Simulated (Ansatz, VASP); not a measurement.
One calculation of Au, two programs

The input INCAR:

```
SYSTEM = Au
ALGO = Normal
EDIFF = 1E-6
ENCUT = 520
GGA = PE
ISIF = 2
ISMEAR = -1
LASPH = .TRUE.
LCHARG = .FALSE.
LREAL = .FALSE.
LWAVE = .FALSE.
NBANDS = 18
NELM = 60
PREC = Accurate
SIGMA = 0.03
```

The input KPOINTS:

```
k-points
0
G
  14 14 8
  0 0 0
```

File POSCAR:

```
Au
1.0
    2.8707034943      0.0000000000      0.0000000000
   -1.4353517471      2.4861021528      0.0000000000
    0.0000000000      0.0000000000      4.8307037003
Au
2
Direct
    0.3333333333      0.6666666667      0.7500000000
    0.6666666667      0.3333333333      0.2500000000
```

Input for Ansatz:

```yaml
crystal:
  lattice:
    - [2.8707034943, 0.0, 0.0]
    - [-1.4353517471, 2.4861021528, 0.0]
    - [0.0, 0.0, 4.8307037003]
  atoms:
    - { symbol: Au, position: [0.3333333333, 0.6666666667, 0.75] }
    - { symbol: Au, position: [0.6666666667, 0.3333333333, 0.25] }
kpoints:
  mp_grid: { grid: [14, 14, 8] }
scf:
  occupations: { method: fermi_dirac, width: 0.03 }
hamiltonian:
  xc: pbe
  pseudopotentials: { kind: all_electron, lapw: { basis_error: 0.00025 } }
output:
  forces: true
  stress: true
  eigenvalues: true
```

Change from the starting cell: volume scaled by 0.97.

Alike in both runs: task single point; functional PBE; k mesh 14 × 14 × 8; occupations fermi-dirac, width 0.03 eV; no spin polarisation.

|  | VASP | Ansatz |
| --- | --- | --- |
| version | VASP 6.6.1 | Ansatz 0.2.0 |
| potentials or method | VASP PAW PBE potentials, release 64 (Au), cutoff 520 eV | all-electron LAPW, scalar-relativistic |

```csv
,VASP,Ansatz,Ansatz less VASP
pressure (GPa),6.6,6.8,+0.24
"traceless stress, the component that is largest in VASP (GPa)",-0.75,-0.74,+0.010
```

Ansatz ran all-electron here, and VASP with PAW potentials.

Spin-orbit coupling is off throughout.
